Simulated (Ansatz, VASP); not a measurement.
**Two plane-wave programs on Be2CdS2**

INCAR

```
SYSTEM = Be2CdS2
PREC = Accurate
ENCUT = 600
EDIFF = 1E-6
ISMEAR = 0
SIGMA = 0.1
LREAL = .FALSE.
LASPH = .TRUE.
NELM = 100
ALGO = Normal
ISIF = 3
LWAVE = .FALSE.
LCHARG = .FALSE.
GGA = PE
IBRION = 2
NSW = 100
EDIFFG = -0.01
```

The input KPOINTS:

```
regular mesh
0
G
  12 12 4
  0 0 0
```

File POSCAR:

```
Be2CdS2
1.0
    3.4351152026      0.0000000000      0.0000000000
   -1.7175576013      2.9748970304      0.0000000000
    0.0000000000      0.0000000000     10.2741060854
Be Cd S
2 1 2
Direct
    0.3333333333      0.6666666667      0.4229272764
    0.6666666667      0.3333333333      0.5770727236
    0.0000000000      0.0000000000      0.0000000000
    0.3333333333      0.6666666667      0.6372799821
    0.6666666667      0.3333333333      0.3627200179
```

Input for Ansatz:

```yaml
crystal:
  lattice:
    - [3.4351152026, 0.0, 0.0]
    - [-1.7175576013, 2.9748970304, 0.0]
    - [0.0, 0.0, 10.2741060854]
  atoms:
    - { symbol: Be, position: [0.3333333333, 0.6666666667, 0.4229272764] }
    - { symbol: Be, position: [0.6666666667, 0.3333333333, 0.5770727236] }
    - { symbol: Cd, position: [0.0, 0.0, 0.0] }
    - { symbol: S, position: [0.3333333333, 0.6666666667, 0.6372799821] }
    - { symbol: S, position: [0.6666666667, 0.3333333333, 0.3627200179] }
basis:
  ecutwfc: 420
kpoints:
  mp_grid: { grid: [12, 12, 4] }
hamiltonian:
  xc: pbe
scf:
  occupations: { method: gaussian, width: 0.1 }
output:
  forces: true
  stress: true
  eigenvalues: true
relax:
  adjacent_minimum: "off"
  f_tol: 0.01
  max_steps: 80
  cell: { stress_tol: 0.05 }
```

Change from the starting cell: species swapped into the MgAl2C2 type (P-3m1, No. 164).

Alike in both runs: task relaxation of cell and atoms; functional PBE; k mesh 12 × 12 × 4; occupations gaussian, width 0.1 eV; no spin polarisation.

```csv
,VASP,Ansatz
version,VASP 6.6.1,Ansatz 0.2.0
potentials or method,"VASP PAW PBE potentials, release 64 (Be, Cd, S), cutoff 600 eV","scalar-relativistic, plane waves, PAW"
valence electrons in the cell,28,36
```

Ansatz gave:

```
gap on the k mesh at the Fermi level, each at its own relaxed structure (eV) : none
relaxed volume (Å³/atom)                                                     : 21.17
relaxed length of the cell vector where the two differ most in proportion (Å)              : 3.450
```

Problem. What did VASP give for the same quantities?

Solution. gap on the k mesh at the Fermi level, each at its own relaxed structure (eV): none; relaxed volume (Å³/atom): 21.15; relaxed length of the cell vector where the two differ most in proportion (Å): 3.449.

A gap of «none» marks a metal or a gap that the smearing closes. VASP's potentials hold 28 valence electrons a cell and Ansatz's 36, so a difference there can come from the potentials and not from the codes.
